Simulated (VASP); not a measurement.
# MoS (Pm-3m) in VASP: further runs

The runs below take MoS through single point, with PBE+U.

Everything below comes from runs of VASP 6.6.1. Logs are shortened: lines on timing, memory, paths and dates and some standing lists are left out, and cuts for length are marked.

## 1. The cell of the first run

It takes space group Pm-3m (No. 221, cubic). Conventional cell: a = 3.114 Å, b = 3.114 Å, c = 3.114 Å, α = 90.00°, β = 90.00°, γ = 90.00°. Within 3.6 Å of Mo (site symmetry m-3m) lie 8 S at 2.70 Å and 6 Mo at 3.11 Å. Within 3.6 Å of S (site symmetry m-3m) lie 8 Mo at 2.70 Å and 6 S at 3.11 Å.

## 2. Single point, PBE+U, collinear spin, ferromagnetic start

INCAR

```
PREC     = Accurate       # precision mode
ENCUT    = 520            # plane-wave cutoff, eV
EDIFF    = 1E-6           # SCF threshold, eV
ISMEAR   = 0              # smearing method
SIGMA    = 0.1            # smearing width, eV
LREAL    = False          # projectors in reciprocal space
LASPH    = True           # aspherical terms in the spheres
NELM     = 150            # most SCF steps
ALGO     = Normal         # electronic algorithm
ISIF     = 2              # what is computed and relaxed
LWAVE    = False          # write WAVECAR
LCHARG   = False          # write CHGCAR
ISPIN    = 2              # spin polarisation
MAGMOM   = 0.5 0          # initial moments
LORBIT   = 11             # projections on sites
LMAXMIX  = 4              # l up to which the mixer works
LDAU     = True           # DFT+U
LDAUTYPE = 2            
LDAUL    = 2 -1           # shell
LDAUU    = 4.38 0         # U, eV
LDAUJ    = 0 0          
LDAUPRINT= 1            
GGA      = PE             # functional
NBANDS   = 21             # bands
```

KPOINTS

```
regular mesh
0
Gamma
  14 14 14
```

POSCAR

```
MoS
1.0
    3.1141191221      0.0000000000      0.0000000000
    0.0000000000      3.1141191221      0.0000000000
    0.0000000000      0.0000000000      3.1141191221
Mo S
1 1
Direct
    0.0000000000      0.0000000000      0.0000000000
    0.5000000000      0.5000000000      0.5000000000
```

Potentials or basis: VASP PAW PBE potentials, release 64 (Mo_sv, S).

The run is started by

```console
$ cat potpaw_PBE.64/Mo_sv/POTCAR potpaw_PBE.64/S/POTCAR > POTCAR
$ mpirun -np 1 vasp_std > vasp.out
```

OUTCAR:

```text
PREC = Accurate
   ENCUT = 520
   EDIFF = 1E-6
   ISMEAR = 0
   LREAL = False
   LASPH = True
   NELM = 150
   ISIF = 2
   ISPIN = 2
   LORBIT = 11
   GGA = PE

 ion  position               nearest neighbor table
   1  0.000  0.000  0.000-   2 2.70   2 2.70   2 2.70   2 2.70   2 2.70   2 2.70   2 2.70   2 2.70

   2  0.500  0.500  0.500-   1 2.70   1 2.70   1 2.70   1 2.70   1 2.70   1 2.70   1 2.70   1 2.70

  LATTYP: Found a simple cubic cell.
 ALAT       =     3.1141191221

  Lattice vectors:

 A1 = (   3.1141191221,   0.0000000000,   0.0000000000)
 A2 = (   0.0000000000,   3.1141191221,   0.0000000000)
 A3 = (   0.0000000000,   0.0000000000,   3.1141191221)

Analysis of symmetry for initial positions (statically):
=====================================================================
 Subroutine PRICEL returns:
 Original cell was already a primitive cell.

 Routine SETGRP: Setting up the symmetry group for a
 simple cubic supercell.

 Subroutine GETGRP returns: Found 48 space group operations
 (whereof 48 operations were pure point group operations)
 out of a pool of 48 trial point group operations.

The static configuration has the point symmetry O_h .

Analysis of symmetry for dynamics (positions and initial velocities):
=====================================================================
 Subroutine PRICEL returns:
 Original cell was already a primitive cell.

 Routine SETGRP: Setting up the symmetry group for a
 simple cubic supercell.

 Subroutine GETGRP returns: Found 48 space group operations
 (whereof 48 operations were pure point group operations)
 out of a pool of 48 trial point group operations.

The dynamic configuration has the point symmetry O_h .

Analysis of structural, dynamic, and magnetic symmetry:
=====================================================================
 Subroutine PRICEL returns:
 Original cell was already a primitive cell.

 Routine SETGRP: Setting up the symmetry group for a
 simple cubic supercell.

[... 167 lines left out ...]
 -0.0000  0.0000 -0.0000 -0.0000  0.4914

 occupancies and eigenvectors

  o =  0.3134  v =  0.0000 -0.9637 -0.0000 -0.2671 -0.0000  0.0000  0.0000  0.0000  0.0000  0.0000      0.0000  0.0000  0.0000  0.0000  0.0000  0.0000  0.0000  0.0000  0.0000  0.0000
  o =  0.3134  v =  0.0000  0.2671  0.0000 -0.9637 -0.0000  0.0000  0.0000  0.0000  0.0000  0.0000      0.0000  0.0000  0.0000  0.0000  0.0000  0.0000  0.0000  0.0000  0.0000  0.0000
  o =  0.3134  v =  1.0000  0.0000  0.0000  0.0000  0.0000  0.0000  0.0000  0.0000  0.0000  0.0000      0.0000  0.0000  0.0000  0.0000  0.0000  0.0000  0.0000  0.0000  0.0000  0.0000
  o =  0.3135  v =  0.0000  0.0000  0.0000  0.0000  0.0000  0.0000  0.9935 -0.0000  0.1142  0.0000      0.0000  0.0000  0.0000  0.0000  0.0000  0.0000  0.0000  0.0000  0.0000  0.0000
  o =  0.3135  v =  0.0000  0.0000  0.0000  0.0000  0.0000  0.0000  0.1142  0.0000 -0.9935 -0.0000      0.0000  0.0000  0.0000  0.0000  0.0000  0.0000  0.0000  0.0000  0.0000  0.0000
  o =  0.3135  v =  0.0000  0.0000  0.0000  0.0000  0.0000  1.0000  0.0000  0.0000  0.0000  0.0000      0.0000  0.0000  0.0000  0.0000  0.0000  0.0000  0.0000  0.0000  0.0000  0.0000
  o =  0.4914  v =  0.0000  0.0000  0.0000  0.0000  0.0000  0.0000 -0.0000 -0.0006 -0.0000  1.0000      0.0000  0.0000  0.0000  0.0000  0.0000  0.0000  0.0000  0.0000  0.0000  0.0000
  o =  0.4914  v =  0.0000  0.0000  0.0000  0.0000  0.0000  0.0000 -0.0000 -1.0000 -0.0000 -0.0006      0.0000  0.0000  0.0000  0.0000  0.0000  0.0000  0.0000  0.0000  0.0000  0.0000
  o =  0.4914  v =  0.0000 -0.0000  0.0027 -0.0000  1.0000  0.0000  0.0000  0.0000  0.0000  0.0000      0.0000  0.0000  0.0000  0.0000  0.0000  0.0000  0.0000  0.0000  0.0000  0.0000
  o =  0.4914  v =  0.0000 -0.0000 -1.0000  0.0000  0.0027  0.0000  0.0000  0.0000  0.0000  0.0000      0.0000  0.0000  0.0000  0.0000  0.0000  0.0000  0.0000  0.0000  0.0000  0.0000

 number of electron      19.9999994 magnetization      -0.0001280

 Free energy of the ion-electron system (eV)
  ---------------------------------------------------
  ext. energy  EPLUGINS =         0.00000000
  ---------------------------------------------------
  free energy    TOTEN  =       -10.03177251 eV

  energy without entropy =      -10.02225441  energy(sigma->0) =      -10.02701346

 E-fermi :  11.6722     XC(G=0): -12.4965

 val. band max:       11.6508287708   @ k =   0.3571   0.3571   0.1429
 cond. band min:      11.6735233936   @ k =   0.5000   0.1429   0.1429
 fundamental gap:      0.0226946228
 Fermi energy:        11.6721727525

 spin component 1

 k-point     1 :       0.0000    0.0000    0.0000
  band No.  band energies     occupation
      1     -50.2801      1.00000
      2     -24.2108      1.00000
      3     -24.2108      1.00000
      4     -24.2108      1.00000
      5      -4.5520      1.00000
      6       7.7109      1.00000
[... 1145 lines left out ...]
     20      26.5111      0.00000
     21      30.7655      0.00000

 [... further k-points ...]
[... 5 lines left out ...]
  --------------------------------------------------------------------------------------
  -------------------------------------------------------------------------------------
  Total       -2.4465003     -2.4465003     -2.4465003     -0.0000000     -0.0000000      0.0000000
  in kB     -129.7926780   -129.7926780   -129.7926780     -0.0000000     -0.0000000      0.0000000
  external PRESSURE =    -129.7926780 kB  Pullay stress =       0.0000000 kB

 VOLUME and BASIS-vectors are now :
 -----------------------------------------------------------------------------
  energy-cutoff  :      520.00
  volume of cell :       30.20
      direct lattice vectors                 reciprocal lattice vectors
     3.114119122  0.000000000  0.000000000     0.321118095  0.000000000  0.000000000
     0.000000000  3.114119122  0.000000000     0.000000000  0.321118095  0.000000000
     0.000000000  0.000000000  3.114119122     0.000000000  0.000000000  0.321118095

 POSITION                                       TOTAL-FORCE (eV/Angst)
 -----------------------------------------------------------------------------------
      0.00000      0.00000      0.00000         0.000000      0.000000      0.000000
      1.55706      1.55706      1.55706         0.000000      0.000000      0.000000
 -----------------------------------------------------------------------------------
    total drift:                                0.000000      0.000000      0.000000

  FREE ENERGIE OF THE ION-ELECTRON SYSTEM (eV)
  ---------------------------------------------------
  free  energy   TOTEN  =       -10.0317725104 eV

  energy  without entropy=      -10.0222544134  energy(sigma->0) =      -10.02701346

 total charge

# of ion       s       p       d       tot
------------------------------------------
    1        2.229   6.120   3.803  12.152
    2        1.330   2.294   0.000   3.624
--------------------------------------------------
tot          3.559   8.414   3.803  15.776

 magnetization (x)

# of ion       s       p       d       tot
------------------------------------------
    1       -0.000  -0.000  -0.000  -0.000
    2       -0.000   0.000   0.000   0.000
--------------------------------------------------
tot         -0.000   0.000  -0.000  -0.000
```

OSZICAR:

```text
N       E                     dE             d eps       ncg     rms          rms(c)
DAV:   1     0.141242429681E+03    0.14124E+03   -0.10091E+04 10088   0.908E+02
DAV:   2    -0.717914521747E+01   -0.14842E+03   -0.14359E+03 11826   0.274E+02
DAV:   3    -0.108702171988E+02   -0.36911E+01   -0.36539E+01 12012   0.399E+01
[... 15 lines left out ...]
DAV:  19    -0.100302995794E+02   -0.70712E-03   -0.41169E-03 10740   0.261E-01    0.441E-01
DAV:  20    -0.100318099934E+02   -0.15104E-02   -0.67862E-03 11300   0.285E-01    0.128E-01
DAV:  21    -0.100317399284E+02    0.70065E-04   -0.61877E-04 11065   0.997E-02    0.776E-02
DAV:  22    -0.100317526775E+02   -0.12749E-04   -0.14365E-05 11830   0.176E-02    0.536E-02
DAV:  23    -0.100317723027E+02   -0.19625E-04   -0.23948E-04 11435   0.434E-02    0.427E-03
DAV:  24    -0.100317725104E+02   -0.20770E-06   -0.29024E-06  8572   0.719E-03
   1 F= -.10031773E+02 E0= -.10027013E+02  d E =-.951810E-02  mag=     0.0000
```

It took 3.2 min on 1 thread of Intel Xeon 8259CL, shared host; peak memory 0.23 GiB.

Results:

```
Free energy                                           : -10.0318 eV
Pressure                                              : -13.0 GPa
Band gap on the k mesh                                : zero (filled and empty bands overlap)
Net moment                                            : 0.00 μB per cell
Valence electrons inside the program's atomic spheres : Mo 12.15; S 3.62
```

Eigenvalues of the final occupation matrices:
```tsv
site	spin	trace	eigenvalues
site 1 d	1	1.92	0.31 0.31 0.31 0.49 0.49
site 1 d	2	1.92	0.31 0.31 0.31 0.49 0.49
```

## 3. Single point, PBE+U, collinear spin, ferromagnetic start

INCAR

```
ALGO = Normal
EDIFF = 1E-6
ENCUT = 520
GGA = PE
ISIF = 2
ISMEAR = 0
ISPIN = 2
LASPH = True
LCHARG = True
LDAU = True
LDAUJ = 0 0
LDAUL = 2 -1
LDAUPRINT = 1
LDAUTYPE = 2
LDAUU = 4.38 0
LELF = True
LMAXMIX = 4
LORBIT = 11
LREAL = False
LVHAR = True
LWAVE = False
MAGMOM = 2 0
NBANDS = 21
NELM = 150
PREC = Accurate
SIGMA = 0.1
```

KPOINTS

```
k-points
0
Gamma
  14 14 14
```

POSCAR is that of step 2.

Potentials or basis: VASP PAW PBE potentials, release 64 (Mo_sv, S).

The run is started by

```console
$ cat potpaw_PBE.64/Mo_sv/POTCAR potpaw_PBE.64/S/POTCAR > POTCAR
$ mpirun -np 1 vasp_std > vasp.out
```

Wall time 2.1 min (1 thread of Intel Xeon 8259CL, shared host); peak memory 0.23 GiB.

Results (log left out):

```yaml
Free_energy: -10.3878 eV
Pressure: 0.5 GPa
Net_moment: 1.85 μB per cell
Site_moments: Mo +1.83; S -0.18 μB
Valence_electrons_inside_the_program's_atomic_spheres: Mo 12.22; S 3.66
```

Levels at points of the mesh, in eV from the Fermi level:
Spin up:
```tsv
k point	band 7	band 8	band 9	band 10	band 11	band 12	band 13	band 14	band 15	band 16
(0.00, 0.00, 0.00)	-4.11	-2.48	-2.48	-2.48	-1.03	-1.03	-1.03	2.58	8.80	8.80
(0.50, 0.00, 0.00)	-4.71	-4.71	-3.18	-0.69	1.26	2.53	2.53	4.89	5.29	7.97
(0.50, 0.50, 0.00)	-6.30	-3.70	-2.51	-2.51	-1.27	-1.23	1.64	4.39	10.08	10.12
(0.50, 0.50, 0.50)	-8.12	-8.12	1.75	1.75	2.58	2.58	2.58	2.93	2.93	2.93
```
Spin down:
| k point | band 5 | band 6 | band 7 | band 8 | band 9 | band 10 | band 11 | band 12 | band 13 | band 14 |
| --- | --- | --- | --- | --- | --- | --- | --- | --- | --- | --- |
| (0.00, 0.00, 0.00) | -16.20 | -3.14 | -3.14 | -2.54 | -2.54 | -2.54 | 2.83 | 2.83 | 2.83 | 3.14 |
| (0.50, 0.00, 0.00) | -14.58 | -8.55 | -3.30 | -3.30 | -2.06 | 2.39 | 3.36 | 4.87 | 4.87 | 4.98 |
| (0.50, 0.50, 0.00) | -14.08 | -6.27 | -6.27 | -2.76 | -1.41 | 0.90 | 0.90 | 1.70 | 2.98 | 5.45 |
| (0.50, 0.50, 0.50) | -12.71 | -7.03 | -7.03 | -7.03 | 3.04 | 3.04 | 3.04 | 3.09 | 3.09 | 5.68 |

Eigenvalues of the final occupation matrices:
```csv
site,spin,trace,eigenvalues
site 1 d,1,2.85,0.46 0.46 0.64 0.64 0.64
site 1 d,2,1.06,0.10 0.10 0.10 0.38 0.38
```

The state reached can hang on the start; a lower one may exist.

## 4. Single point, PBE+U, collinear spin, ferromagnetic start

This run uses another cell than the first one, of 16.61 Å³/atom, 1.100 times its volume.

INCAR

```
SYSTEM = MoS
  PREC = Accurate
  ENCUT = 520
  EDIFF = 1E-6
  ISMEAR = 0
  SIGMA = 0.1
  LREAL = .FALSE.
  LASPH = .TRUE.
  NELM = 150
  ALGO = Normal
  ISIF = 2
  LWAVE = .FALSE.
  LCHARG = .TRUE.
  ISPIN = 2
  MAGMOM = 2 0
  LORBIT = 11
  LMAXMIX = 4
  LDAU = .TRUE.
  LDAUTYPE = 2
  LDAUL = 2 -1
  LDAUU = 4.38 0
  LDAUJ = 0 0
  LDAUPRINT = 1
  GGA = PE
  LELF = .TRUE.
  LVHAR = .TRUE.
  NBANDS = 21
```

KPOINTS

```
Automatic mesh
0
G
  14 14 14
  0 0 0
```

POSCAR

```
MoS
1.0
    3.2146432469      0.0000000000      0.0000000000
    0.0000000000      3.2146432469      0.0000000000
    0.0000000000      0.0000000000      3.2146432469
Mo S
1 1
Direct
    0.0000000000      0.0000000000      0.0000000000
    0.5000000000      0.5000000000      0.5000000000
```

Potentials or basis: VASP PAW PBE potentials, release 64 (Mo_sv, S).

The run is started by

```console
$ cat potpaw_PBE.64/Mo_sv/POTCAR potpaw_PBE.64/S/POTCAR > POTCAR
$ mpirun -np 1 vasp_std > vasp.out
```

OUTCAR:

```text
SYSTEM = MoS
   PREC = Accurate
   ENCUT = 520
   EDIFF = 1E-6
   ISMEAR = 0
   LREAL = .FALSE.
   LASPH = .TRUE.
   NELM = 150
   ISIF = 2
   ISPIN = 2
   LORBIT = 11
   GGA = PE

 ion  position               nearest neighbor table
   1  0.000  0.000  0.000-   2 2.78   2 2.78   2 2.78   2 2.78   2 2.78   2 2.78   2 2.78   2 2.78

   2  0.500  0.500  0.500-   1 2.78   1 2.78   1 2.78   1 2.78   1 2.78   1 2.78   1 2.78   1 2.78

  LATTYP: Found a simple cubic cell.
 ALAT       =     3.2146432469

  Lattice vectors:

 A1 = (   3.2146432469,   0.0000000000,   0.0000000000)
 A2 = (   0.0000000000,   3.2146432469,   0.0000000000)
 A3 = (   0.0000000000,   0.0000000000,   3.2146432469)

Analysis of symmetry for initial positions (statically):
=====================================================================
 Subroutine PRICEL returns:
 Original cell was already a primitive cell.

 Routine SETGRP: Setting up the symmetry group for a
 simple cubic supercell.

 Subroutine GETGRP returns: Found 48 space group operations
 (whereof 48 operations were pure point group operations)
 out of a pool of 48 trial point group operations.
[... 225 lines left out ...]
  band No.  band energies     occupation
      1     -52.0035      1.00000
      2     -26.0435      1.00000
      3     -26.0435      1.00000
      4     -26.0435      1.00000
      5      -5.2006      1.00000
      6       6.5731      1.00000
[... 1145 lines left out ...]
     20      24.6969      0.00000
     21      28.7841      0.00000

 [... further k-points ...]
[... 5 lines left out ...]
  --------------------------------------------------------------------------------------
  -------------------------------------------------------------------------------------
  Total       -2.1195102     -2.1195102     -2.1195102      0.0000000     -0.0000000      0.0000000
  in kB     -102.2227955   -102.2227955   -102.2227955      0.0000000     -0.0000000      0.0000000
  external PRESSURE =    -102.2227955 kB  Pullay stress =       0.0000000 kB

 VOLUME and BASIS-vectors are now :
 -----------------------------------------------------------------------------
  energy-cutoff  :      520.00
  volume of cell :       33.22
      direct lattice vectors                 reciprocal lattice vectors
     3.214643247  0.000000000  0.000000000     0.311076509  0.000000000  0.000000000
     0.000000000  3.214643247  0.000000000     0.000000000  0.311076509  0.000000000
     0.000000000  0.000000000  3.214643247     0.000000000  0.000000000  0.311076509

 POSITION                                       TOTAL-FORCE (eV/Angst)
 -----------------------------------------------------------------------------------
      0.00000      0.00000      0.00000         0.000000      0.000000      0.000000
      1.60732      1.60732      1.60732         0.000000      0.000000      0.000000
 -----------------------------------------------------------------------------------
    total drift:                                0.000000      0.000000      0.000000

  FREE ENERGIE OF THE ION-ELECTRON SYSTEM (eV)
  ---------------------------------------------------
  free  energy   TOTEN  =       -10.2817816196 eV

  energy  without entropy=      -10.2764060766  energy(sigma->0) =      -10.27909385

 total charge

# of ion       s       p       d       tot
------------------------------------------
    1        2.210   6.090   3.796  12.096
    2        1.367   2.255   0.000   3.621
--------------------------------------------------
tot          3.577   8.345   3.796  15.717

 magnetization (x)

# of ion       s       p       d       tot
------------------------------------------
    1        0.031   0.030   1.987   2.048
    2        0.028  -0.232   0.000  -0.204
--------------------------------------------------
tot          0.059  -0.202   1.987   1.844
```

Wall time 2 min (1 thread of Intel Xeon 8259CL, shared host); peak memory 0.24 GiB.

What came out:

```yaml
Free_energy: -10.2818 eV
Pressure: -10.2 GPa
Net_moment: 2.05 μB per cell
Site_moments: Mo +2.05; S -0.20 μB
Valence_electrons_inside_the_program's_atomic_spheres: Mo 12.10; S 3.62
```

Eigenvalues of the final occupation matrices:
```
    site  spin  trace               eigenvalues
site 1 d     1   2.92  0.46 0.46 0.66 0.66 0.66
site 1 d     2   0.92  0.08 0.08 0.08 0.33 0.33
```
